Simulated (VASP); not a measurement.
# TiO2 (C2/m) in VASP: notebook

Aim: see how the results for TiO2 move with the level of theory and the settings. Levels: PBEsol+D4, RPBE. Tasks: single point.

Everything below comes from runs of VASP 6.6.1. Logs are shortened: lines on timing, memory, paths and dates and some standing lists are left out, and cuts for length are marked.

**1. The cell of the first run**

Symmetry: C2/m, No. 12, monoclinic system. The conventional cell has a = 12.123 Å, b = 3.717 Å, c = 6.518 Å, α = 90.00°, β = 106.97°, γ = 90.00°. Within 2.4 Å of Ti (site symmetry m) lie 6 O at 1.84 to 2.11 Å. Ti (site symmetry m) has 6 O at 1.76 to 2.30 Å within 2.4 Å. O (site symmetry m) has 3 Ti at 1.91 to 2.00 Å and 2 O at 2.49 Å within 2.5 Å. Within 2.7 Å of O (site symmetry m) lie 4 Ti at 1.94 to 2.30 Å and 5 O at 2.49 to 2.66 Å. O (site symmetry m) has 2 Ti at 1.76 to 1.84 Å within 2.3 Å. O (site symmetry m) has 3 Ti at 1.85 to 2.11 Å and 10 O at 2.50 to 2.95 Å within 3.0 Å.

**2. Single point, PBEsol+D4**

INCAR

```
SYSTEM = TiO2
PREC = Accurate ; ENCUT = 520
EDIFF = 1E-6 ; ISMEAR = -1
SIGMA = 0.05 ; LREAL = .FALSE.
LASPH = .TRUE. ; NELM = 60
ALGO = Normal ; ISIF = 2
LWAVE = .FALSE. ; LCHARG = .FALSE.
GGA = PS ; IVDW = 13
NBANDS = 60
```

KPOINTS

```
Automatic mesh
0
G
  8 8 4
  0 0 0
```

POSCAR

```
TiO2
1.0
    6.0615863273     -1.8587443642     -0.0013207992
    6.0615863273      1.8587443642     -0.0013207992
   -1.9008576796      0.0000000000      6.2342211373
Ti O
4 8
Direct
    0.8990729769      0.8990729769      0.2913044424
    0.1948018560      0.1948018560      0.2835451812
    0.1009270231      0.1009270231      0.7086955576
    0.8051981440      0.8051981440      0.7164548188
    0.3617064742      0.3617064742      0.2945003676
    0.2639993799      0.2639993799      0.6519476858
    0.8670253263      0.8670253263      0.9966796201
    0.7360006201      0.7360006201      0.3480523142
    0.9416039508      0.9416039508      0.6296324537
    0.1329746737      0.1329746737      0.0033203799
    0.6382935258      0.6382935258      0.7054996324
    0.0583960492      0.0583960492      0.3703675463
```

Potentials or basis: VASP PAW PBE potentials, release 64 (Ti_sv, O).

On the command line:

```bash
$ cat potpaw_PBE.64/Ti_sv/POTCAR potpaw_PBE.64/O/POTCAR > POTCAR
$ mpirun -np 1 vasp_std > vasp.out
```

OUTCAR:

```text
SYSTEM = TiO2
   PREC = Accurate
   ENCUT = 520
   EDIFF = 1E-6
   ISMEAR = -1
   LREAL = .FALSE.
   LASPH = .TRUE.
   NELM = 60
   ISIF = 2
   GGA = PS
   IVDW = 13

 ion  position               nearest neighbor table
   1  0.899  0.899  0.291-   7 1.84  12 1.85   5 1.91   5 1.91   9 2.11   8 2.11
   2  0.195  0.195  0.284-  10 1.76  12 1.90   8 1.94   8 1.94   5 2.00   6 2.30
   3  0.101  0.101  0.709-  10 1.84   9 1.85  11 1.91  11 1.91  12 2.11   6 2.11
   4  0.805  0.805  0.716-   7 1.76   9 1.90   6 1.94   6 1.94  11 2.00   8 2.30
   5  0.362  0.362  0.295-   1 1.91   1 1.91   2 2.00
   6  0.264  0.264  0.652-   4 1.94   4 1.94   3 2.11   2 2.30
   7  0.867  0.867  0.997-   4 1.76   1 1.84
   8  0.736  0.736  0.348-   2 1.94   2 1.94   1 2.11   4 2.30
   9  0.942  0.942  0.630-   3 1.85   4 1.90   1 2.11
  10  0.133  0.133  0.003-   2 1.76   3 1.84
  11  0.638  0.638  0.705-   3 1.91   3 1.91   4 2.00
  12  0.058  0.058  0.370-   1 1.85   2 1.90   3 2.11

  LATTYP: Found a base centered monoclinic cell.
 ALAT       =    12.1231729424
 B/A-ratio  =     0.3066432151
 C/A-ratio  =     0.5376129009
 COS(beta)  =    -0.2918595170

  Lattice vectors:

 A1 = (   6.0615863273,  -1.8587443642,  -0.0013207992)
 A2 = (   6.0615863273,   1.8587443642,  -0.0013207992)
 A3 = (  -1.9008576796,   0.0000000000,   6.2342211373)

Analysis of symmetry for initial positions (statically):
=====================================================================
 Subroutine PRICEL returns:
 Original cell was already a primitive cell.

 Routine SETGRP: Setting up the symmetry group for a
 base centered monoclinic supercell.

 Subroutine GETGRP returns: Found  4 space group operations
 (whereof  4 operations were pure point group operations)
 out of a pool of  4 trial point group operations.

The static configuration has the point symmetry C_2h.

Analysis of symmetry for dynamics (positions and initial velocities):
=====================================================================
 Subroutine PRICEL returns:
 Original cell was already a primitive cell.

 Routine SETGRP: Setting up the symmetry group for a
 base centered monoclinic supercell.

 Subroutine GETGRP returns: Found  4 space group operations
 (whereof  4 operations were pure point group operations)
 out of a pool of  4 trial point group operations.

The dynamic configuration has the point symmetry C_2h.

 Subroutine INISYM returns: Found  4 space group operations
 (whereof  4 operations are pure point group operations),
 and found     1 'primitive' translations

----------------------------------------------------------------------------------------

                                     Primitive cell

  volume of cell :     140.4719

  direct lattice vectors                    reciprocal lattice vectors
     6.061586327 -1.858744364 -0.001320799     0.082492139 -0.268998798  0.025152431
     6.061586327  1.858744364 -0.001320799     0.082492139  0.268998798  0.025152431
    -1.900857680  0.000000000  6.234221137     0.000034954  0.000000000  0.160415619

  length of vectors
     6.340170436  6.340170436  6.517574173     0.282485311  0.282485311  0.160415623

  position of ions in fractional coordinates (direct lattice)
     0.899072977  0.899072977  0.291304442
     0.194801856  0.194801856  0.283545181
     0.100927023  0.100927023  0.708695558
     0.805198144  0.805198144  0.716454819
     0.361706474  0.361706474  0.294500368
     0.263999380  0.263999380  0.651947686
     0.867025326  0.867025326  0.996679620
     0.736000620  0.736000620  0.348052314
     0.941603951  0.941603951  0.629632454
     0.132974674  0.132974674  0.003320380
     0.638293526  0.638293526  0.705499632
     0.058396049  0.058396049  0.370367546

  ion indices of the primitive-cell ions
   primitive index   ion index
                 1           1
                 2           2
                 3           3
                 4           4
                 5           5
                 6           6
                 7           7
                 8           8
                 9           9
                10          10
                11          11
                12          12

----------------------------------------------------------------------------------------

 KPOINTS: Automatic mesh

Automatic generation of k-mesh.
 Grid dimensions read from file:
 generate k-points for:    8    8    4

 Generating k-lattice:

  Cartesian coordinates                     Fractional coordinates (reciprocal lattice)
     0.010311517 -0.033624850  0.003144054     0.125000000  0.000000000  0.000000000
     0.010311517  0.033624850  0.003144054     0.000000000  0.125000000  0.000000000
     0.000008739  0.000000000  0.040103905    -0.000000000 -0.000000000  0.250000000

  Length of vectors
     0.035310664  0.035310664  0.040103906

  Shift w.r.t. Gamma in fractional coordinates (k-lattice)
     0.000000000  0.000000000  0.000000000

 Subroutine IBZKPT returns following result:
 ===========================================

 Found     78 irreducible k-points:

 Following reciprocal coordinates:
            Coordinates               Weight
  0.000000  0.000000  0.000000      1.000000
  0.125000  0.000000  0.000000      4.000000
  0.250000  0.000000  0.000000      4.000000
  0.375000  0.000000  0.000000      4.000000
  0.500000  0.000000  0.000000      2.000000
  0.125000  0.125000  0.000000      2.000000
[... 16 lines left out ...]
  0.125000 -0.000000  0.250000      4.000000
  0.250000  0.000000  0.250000      4.000000
 [... further k-points ...]
   k-points           NKPTS =     78   k-points in BZ     NKDIM =     78   number of bands    NBANDS=     60
   number of dos      NEDOS =    301   number of ions     NIONS =     12
   total plane-waves  NPLWV = 110592
   dimension x,y,z NGX =    48 NGY =   48 NGZ =   48
   dimension x,y,z NGXF=    96 NGYF=   96 NGZF=   96
   ions per type =               4   8
   NGX,Y,Z   is equivalent  to a cutoff of  12.59, 12.59, 12.24 a.u.
   NGXF,Y,Z  is equivalent  to a cutoff of  25.17, 25.17, 24.49 a.u.
 SYSTEM =  TiO2
   PREC   = accura    normal or accurate (medium, high low for compatibility)
   ISTART =      0    job   : 0-new  1-cont  2-samecut
   ICHARG =      2    charge: 1-file 2-atom 10-const
   ISPIN  =      1    spin polarized calculation?
   LNONCOLLINEAR =      F non collinear calculations
   LSORBIT =      F    spin-orbit coupling
   LASPH  =      T    aspherical Exc in radial PAW
   ENCUT  =  520.0 eV  38.22 Ry    6.18 a.u.  11.79 11.79 12.12*2*pi/ulx,y,z
   NELM   =     60;   NELMIN=  2; NELMDL= -5     # of ELM steps
   EDIFF  = 0.1E-05   stopping-criterion for ELM
   LREAL  =      F    real-space projection
   EDIFFG = 0.1E-04   stopping-criterion for IOM
   NSW    =      0    number of steps for IOM
   IBRION =     -1    ionic relax: 0-MD 1-quasi-New 2-CG
   NFREE  =      0    steps in history (QN), initial steepest desc. (CG)
   ISIF   =      2    stress and relaxation
   ISYM   =      2    0-nonsym 1-usesym 2-fastsym
   POTIM  = 0.5000    time-step for ionic-motion
   TEBEG  =    0.0;   TEEND  =   0.0 temperature during run
   PSTRESS=    0.0 pullay stress
   NELECT =      96.0000    total number of electrons
   NUPDOWN=      -1.0000    fix difference up-down
   EMIN   =  10.00;   EMAX   =-10.00  energy-range for DOS
   EFERMI =   0.00;   METHOD = LEGACY
   ISMEAR =    -1;   SIGMA  =   0.05  broadening in eV -4-tet -1-fermi 0-gaus
   EFERMI_NEDOS =   21; number of points for ismear=-14 and -15
   IALGO  =     38    algorithm
   IMIX   =      4    mixing-type and parameters
     AMIX     =   0.40;   BMIX     =  1.00
     AMIX_MAG =   1.60;   BMIX_MAG =  1.00
  volume/ion in A,a.u.               =      11.71        79.00
  Fermi-wavevector in a.u.,A,eV,Ry     =   1.442012  2.725007 28.291927  2.079398
  Thomas-Fermi vector in A             =   2.560580
   LORBIT       =      0    0 simple, 1 ext, 2 COOP (PROOUT), +10 PAW based schemes
   GGA     = PS    functional components
   LHFCALC =     F    Hartree Fock is set to
   AEXX    =    0.0000 exact exchange contribution
   IVDW    =    13    specifies the selected vdW correction
   LEPSILON=     F    determine dielectric tensor
   LRPA    =     F    only Hartree local field effects (RPA)
 non-spin polarized calculation
  energy-cutoff  :      520.00
  volume of cell :      140.47
 maximum number of plane-waves:      3805
   NGX = 23   NGY = 23   NGZ = 25

 number of electron      95.9999990 magnetization

 Free energy of the ion-electron system (eV)
  ---------------------------------------------------
  ext. energy  EPLUGINS =         0.00000000
  ---------------------------------------------------
  free energy    TOTEN  =      -112.40444527 eV

  energy without entropy =     -112.40444527  energy(sigma->0) =     -112.40444527

 E-fermi :   3.8719     XC(G=0): -10.7513

 val. band max:        2.7517384177   @ k =  -0.3750   0.2500   0.5000
 cond. band min:       5.5759410325   @ k =   0.0000   0.0000   0.0000
 fundamental gap:      2.8242026148
 Fermi energy:         3.8718674428

 k-point     1 :       0.0000    0.0000    0.0000
  band No.  band energies     occupation
      1     -52.9981      2.00000
      2     -52.9827      2.00000
      3     -52.8931      2.00000
      4     -52.8856      2.00000
      5     -29.5754      2.00000
      6     -29.5205      2.00000
[... 52 lines left out ...]
     59       7.8326      0.00000
     60       8.0875      0.00000

 k-point     2 :       0.1250    0.0000    0.0000
  band No.  band energies     occupation
      1     -52.9972      2.00000
      2     -52.9821      2.00000
      3     -52.8926      2.00000
      4     -52.8857      2.00000
      5     -29.5724      2.00000
      6     -29.5189      2.00000
[... 52 lines left out ...]
     59       7.6372      0.00000
     60       7.6658      0.00000

 k-point     3 :       0.2500    0.0000    0.0000
  band No.  band energies     occupation
      1     -52.9951      2.00000
      2     -52.9807      2.00000
      3     -52.8914      2.00000
      4     -52.8862      2.00000
      5     -29.5649      2.00000
      6     -29.5164      2.00000
[... 1312 lines left out ...]
     59       7.6479      0.00000
     60       7.6881      0.00000

 k-point    24 :       0.2500    0.0000    0.2500
  band No.  band energies     occupation
      1     -52.9946      2.00000
      2     -52.9810      2.00000
      3     -52.8918      2.00000
      4     -52.8859      2.00000
      5     -29.5642      2.00000
      6     -29.5162      2.00000
[... 52 lines left out ...]
     59       7.5689      0.00000
     60       7.6277      0.00000

 [... further k-points ...]

------------------------ aborting loop because EDIFF is reached ----------------------------------------

  DFT-D4 for vdW energy calculation

  Edisp (eV):   -1.25336

  FORCE on cell =-STRESS in cart. coord.  units (eV):
  Direction    XX          YY          ZZ          XY          YZ          ZX
  --------------------------------------------------------------------------------------
  -------------------------------------------------------------------------------------
  Total       0.56289     0.51935     0.67777     0.00000     0.00000     0.03340
  in kB       6.42009     5.92359     7.73040     0.00000     0.00000     0.38097
  external pressure =        6.69 kB  Pullay stress =        0.00 kB

 VOLUME and BASIS-vectors are now :
 -----------------------------------------------------------------------------
  energy-cutoff  :      520.00
  volume of cell :      140.47
      direct lattice vectors                 reciprocal lattice vectors
     6.061586327 -1.858744364 -0.001320799     0.082492139 -0.268998798  0.025152431
     6.061586327  1.858744364 -0.001320799     0.082492139  0.268998798  0.025152431
    -1.900857680  0.000000000  6.234221137     0.000034954  0.000000000  0.160415619

 POSITION                                       TOTAL-FORCE (eV/Angst)
 -----------------------------------------------------------------------------------
     10.34589      0.00000      1.81368        -0.017037      0.000000      0.024421
      1.82264      0.00000      1.76717        -0.000847      0.000000      0.078253
     -0.12357      0.00000      4.41790         0.017037      0.000000     -0.024421
      8.39968      0.00000      4.46441         0.000847      0.000000     -0.078253
      3.82523      0.00000      1.83502         0.010366      0.000000     -0.001810
      1.96125      0.00000      4.06369         0.005158      0.000000     -0.012531
      8.61655      0.00000      6.21123         0.016158      0.000000      0.047472
      8.26106      0.00000      2.16789        -0.005158      0.000000      0.012531
     10.21839      0.00000      3.92278        -0.025794      0.000000     -0.007424
      1.60576      0.00000      0.02035        -0.016158      0.000000     -0.047472
      6.39709      0.00000      4.39655        -0.010366      0.000000      0.001810
      0.00393      0.00000      2.30880         0.025794      0.000000      0.007424
 -----------------------------------------------------------------------------------
    total drift:                               -0.000000      0.000000      0.000000

  FREE ENERGIE OF THE ION-ELECTRON SYSTEM (eV)
  ---------------------------------------------------
  free  energy   TOTEN  =      -113.6578066998 eV

  energy  without entropy=     -113.6578066998  energy(sigma->0) =     -113.65780670
```

Run time: 24 min. Hardware: 1 thread of Intel Xeon Platinum 8259CL at 2.50GHz (Skylake/Cascade Lake), shared host; peak memory 0.63 GiB.

Results:

| Property | Result |
| --- | --- |
| Free energy | -113.6578 eV |
| Pressure | 0.7 GPa |
| Largest force | 0.078 eV/Å |
| Band gap on the k mesh | 2.82 eV (least direct gap 3.02 eV) |
| Dispersion energy per atom | -0.104 eV |

Forces in eV/Å, atoms in the order of the input:
```
Ti  -0.017  0.000  0.024
Ti  -0.001  0.000  0.078
Ti   0.017  0.000 -0.024
Ti   0.001  0.000 -0.078
O    0.010  0.000 -0.002
O    0.005  0.000 -0.013
O    0.016  0.000  0.047
O   -0.005  0.000  0.013
O   -0.026  0.000 -0.007
O   -0.016  0.000 -0.047
O   -0.010  0.000  0.002
O    0.026  0.000  0.007
```

Levels at points of the mesh, in eV from the valence-band top:
| k point | band 45 | band 46 | band 47 | band 48 | band 49 | band 50 | band 51 | band 52 |
| --- | --- | --- | --- | --- | --- | --- | --- | --- |
| (0.00, 0.00, 0.00) | -0.79 | -0.74 | -0.34 | -0.20 | 2.82 | 3.20 | 3.44 | 3.48 |
| (0.50, 0.00, 0.00) | -0.89 | -0.48 | -0.23 | -0.14 | 3.23 | 3.29 | 3.77 | 3.82 |
| (0.50, 0.50, 0.00) | -0.92 | -0.62 | -0.40 | -0.13 | 2.99 | 3.03 | 3.56 | 3.66 |
| (0.00, 0.00, 0.50) | -0.71 | -0.64 | -0.62 | -0.44 | 2.96 | 3.23 | 3.39 | 3.54 |
| (0.50, 0.00, 0.50) | -0.69 | -0.52 | -0.10 | -0.01 | 3.29 | 3.35 | 3.60 | 3.84 |
| (0.50, 0.50, 0.50) | -0.91 | -0.37 | -0.23 | -0.20 | 3.11 | 3.24 | 3.37 | 3.54 |

Caveat: the PAW data sets were made with another functional, which shifts forces and pressure a little. A k mesh can miss the band edges.

**3. Single point, RPBE**

This run uses another cell than the first one, of 11.74 Å³/atom.

INCAR

```
PREC     = Accurate       # precision mode
ENCUT    = 520            # plane-wave cutoff, eV
EDIFF    = 1E-7           # SCF threshold, eV
ISMEAR   = -1             # smearing method
SIGMA    = 0.05           # smearing width, eV
LREAL    = False          # projectors in reciprocal space
LASPH    = True           # aspherical terms in the spheres
NELM     = 60             # most SCF steps
ALGO     = Normal         # electronic algorithm
ISIF     = 2              # what is computed and relaxed
LWAVE    = False          # write WAVECAR
LCHARG   = False          # write CHGCAR
GGA      = RP             # functional
NBANDS   = 60             # bands
```

KPOINTS

```
Automatic mesh
0
Gamma
  8 8 4
```

POSCAR

```
TiO2
1.0
    6.0704105496     -1.8580131025      0.0000000000
    6.0704105496      1.8580131025      0.0000000000
   -1.9022644521      0.0000000000      6.2434298064
Ti O
4 8
Direct
    0.9000710000      0.9000710000      0.2896020000
    0.1952860000      0.1952860000      0.2837620000
    0.0999290000      0.0999290000      0.7103980000
    0.8047140000      0.8047140000      0.7162380000
    0.3619310000      0.3619310000      0.2933970000
    0.2634885000      0.2634885000      0.6525000000
    0.8671885000      0.8671885000      0.9952910000
    0.7365115000      0.7365115000      0.3475000000
    0.9416475000      0.9416475000      0.6300210000
    0.1328115000      0.1328115000      0.0047090000
    0.6380690000      0.6380690000      0.7066030000
    0.0583525000      0.0583525000      0.3699790000
```

Potentials or basis: VASP PAW PBE potentials, release 64 (Ti_sv, O).

On the command line:

```bash
$ cat potpaw_PBE.64/Ti_sv/POTCAR potpaw_PBE.64/O/POTCAR > POTCAR
$ mpirun -np 1 vasp_std > vasp.out
```

It took 19 min on 1 thread of Intel Xeon Platinum 8259CL at 2.50GHz (Skylake/Cascade Lake), shared host; peak memory 0.62 GiB.

It converged, with:

```
Free energy            : -102.7995 eV
Pressure               : 12.3 GPa
Largest force          : 0.222 eV/Å
Band gap on the k mesh : 2.90 eV (least direct gap 3.08 eV)
```

Forces on the atoms (eV/Å):
```
Ti  -0.092  0.000  0.057
Ti  -0.063  0.000  0.153
Ti   0.092  0.000 -0.057
Ti   0.063  0.000 -0.153
O    0.204  0.000 -0.008
O    0.168  0.000  0.011
O    0.165  0.000  0.148
O   -0.168  0.000 -0.011
O   -0.110  0.000  0.043
O   -0.165  0.000 -0.148
O   -0.204  0.000  0.008
O    0.110  0.000 -0.043
```

Stress tensor (GPa, compression positive):
```
12.22  0.00  0.14
 0.00 11.89  0.00
 0.14  0.00 12.70
```

Levels at points of the mesh, in eV from the valence-band top:
| k point | band 45 | band 46 | band 47 | band 48 | band 49 | band 50 | band 51 | band 52 |
| --- | --- | --- | --- | --- | --- | --- | --- | --- |
| (0.00, 0.00, 0.00) | -0.76 | -0.73 | -0.33 | -0.18 | 2.90 | 3.27 | 3.52 | 3.52 |
| (0.50, 0.00, 0.00) | -0.88 | -0.46 | -0.21 | -0.13 | 3.30 | 3.36 | 3.80 | 3.86 |
| (0.50, 0.50, 0.00) | -0.88 | -0.59 | -0.38 | -0.11 | 3.05 | 3.10 | 3.64 | 3.71 |
| (0.00, 0.00, 0.50) | -0.70 | -0.61 | -0.60 | -0.42 | 3.02 | 3.30 | 3.48 | 3.59 |
| (0.50, 0.00, 0.50) | -0.67 | -0.51 | -0.10 | -0.01 | 3.35 | 3.40 | 3.65 | 3.88 |
| (0.50, 0.50, 0.50) | -0.86 | -0.37 | -0.22 | -0.19 | 3.18 | 3.28 | 3.44 | 3.61 |

Caveat: the cell stands under pressure; the PAW data sets were made with another functional, which shifts forces and pressure a little. A k mesh can miss the band edges.
